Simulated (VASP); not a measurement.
Write the native input for VASP 6.6.1 that does the following.

* Task: single point
* Functional: r2SCAN
* Potentials or basis: VASP PAW PBE potentials, release 64 (Bi_d, Ag, Cs_sv, Br)
* Cutoff: 520 eV
* k mesh: 4 × 4 × 4
* Occupations: fermi-dirac, width 0.129 eV
* Spin: no spin polarisation
* Dipole correction: no
* Further INCAR settings: ALGO = Normal; EDIFF = 1e-06; NBANDS = 54

Cs2AgBiBr6:

```
Bi Ag Cs Br
1.0
     0.00000    5.64187    5.64187
     5.64187    0.00000    5.64187
     5.64187    5.64187    0.00000
Bi Ag Cs Br
1 1 2 6
Direct
  0.00000 0.00000 0.00000
  0.50000 0.50000 0.50000
  0.25000 0.25000 0.25000
  0.75000 0.75000 0.75000
  0.25055 0.74945 0.25055
  0.25055 0.74945 0.74945
  0.74945 0.25055 0.74945
  0.74945 0.25055 0.25055
  0.25055 0.25055 0.74945
  0.74945 0.74945 0.25055
```

One way to write it, as run:

POSCAR

```
Cs2AgBiBr6
1.0
    0.0000000000      5.6418700000      5.6418700000
    5.6418700000      0.0000000000      5.6418700000
    5.6418700000      5.6418700000      0.0000000000
Bi Ag Cs Br
1 1 2 6
Direct
    0.0000000000      0.0000000000      0.0000000000
    0.5000000000      0.5000000000      0.5000000000
    0.2500000000      0.2500000000      0.2500000000
    0.7500000000      0.7500000000      0.7500000000
    0.2505500000      0.7494500000      0.2505500000
    0.2505500000      0.7494500000      0.7494500000
    0.7494500000      0.2505500000      0.7494500000
    0.7494500000      0.2505500000      0.2505500000
    0.2505500000      0.2505500000      0.7494500000
    0.7494500000      0.7494500000      0.2505500000
```

INCAR.step1

```
SYSTEM = Cs2AgBiBr6
PREC = Accurate
ENCUT = 520
ISMEAR = -1
SIGMA = 0.129
LREAL = .FALSE.
LASPH = .TRUE.
NELM = 80
NBANDS = 54
GGA = PE
ALGO = Normal
EDIFF = 1E-4
LWAVE = .TRUE.
LCHARG = .FALSE.
```

INCAR.step2

```
SYSTEM = Cs2AgBiBr6
PREC = Accurate
ENCUT = 520
EDIFF = 1E-6
ISMEAR = -1
SIGMA = 0.129
LREAL = .FALSE.
LASPH = .TRUE.
NELM = 80
ALGO = Normal
ISIF = 2
LWAVE = .FALSE.
LCHARG = .FALSE.
METAGGA = R2SCAN
LMIXTAU = .TRUE.
NBANDS = 54
ISTART = 1
```

KPOINTS

```
regular mesh
0
G
  4 4 4
  0 0 0
```

Potentials or basis: VASP PAW PBE potentials, release 64 (Bi_d, Ag, Cs_sv, Br).

The run is started by

```console
$ cat potpaw_PBE.64/Bi_d/POTCAR potpaw_PBE.64/Ag/POTCAR potpaw_PBE.64/Cs_sv/POTCAR potpaw_PBE.64/Br/POTCAR > POTCAR
$ cp INCAR.step1 INCAR
$ mpirun -np 1 vasp_std > vasp.out
$ cp INCAR.step2 INCAR
$ mpirun -np 1 vasp_std > vasp.out
```

It gave:

The pressure is 0.6 GPa, the largest force is 0.197 eV/Å and the band gap on the k mesh is 1.67 eV (least direct gap 2.83 eV).

Caveat: the PAW data sets were made with another functional, which shifts forces and pressure a little; spin-orbit coupling is left out, which moves the levels of the heavy elements.

Run time: 7.8 min on 1 thread of Intel(R) Xeon(R) Platinum 8488C (Sapphire Rapids), with other jobs on the host, peak memory 0.66 GiB.
